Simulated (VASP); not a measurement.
Wanted: the native input for a VASP 6.6.1 run.

| Item | Value |
| --- | --- |
| Task | single point |
| Functional | LDA |
| Potentials or basis | VASP PAW LDA potentials, release 64 (H) |
| Cutoff | 520 eV |
| k mesh | 10 × 10 × 26 |
| Occupations | gaussian, width 0.05 eV |
| Spin | no spin polarisation |
| Dipole correction | no |
| Further INCAR settings | ALGO = Normal; EDIFF = 1e-07; NBANDS = 6 |

The structure of H lies in POSCAR:

```
H
1.0
    2.6496387389      0.0000000000      0.0000000000
    0.0000000000      2.6496387389      0.0099361453
    0.0000000000      0.0036768484      0.9804929200
H
1
Direct
    0.0000000000      0.0000000000      0.5000000000
```

This cell differs from its parent crystal: strain +0.0075 x Voigt [0, 0, 0, 1, 0, 0].

These files were run (other wordings do the same):

INCAR

```
PREC     = Accurate       # precision mode
ENCUT    = 520            # plane-wave cutoff, eV
EDIFF    = 1E-7           # SCF threshold, eV
ISMEAR   = 0              # smearing method
SIGMA    = 0.05           # smearing width, eV
LREAL    = F              # projectors in reciprocal space
LASPH    = T              # aspherical terms in the spheres
NELM     = 60             # most SCF steps
ALGO     = Normal         # electronic algorithm
ISIF     = 2              # what is computed and relaxed
LWAVE    = F              # write WAVECAR
LCHARG   = F              # write CHGCAR
NBANDS   = 6              # bands
```

KPOINTS

```
regular mesh
0
Gamma
  10 10 26
```

Potentials or basis: VASP PAW LDA potentials, release 64 (H).

Run with:

```sh
$ cat potpaw_LDA.64/H/POTCAR > POTCAR
$ mpirun -np 1 vasp_std > vasp.out
```

Results of the run:

The pressure is 1.3 GPa.

Caveat: the cell differs from its parent crystal (strain +0.0075 x Voigt [0, 0, 0, 1, 0, 0]).

It took 10 s on 1 thread of Intel(R) Xeon(R) 6975P-C (Granite Rapids), on a shared host, peak memory 0.12 GiB.
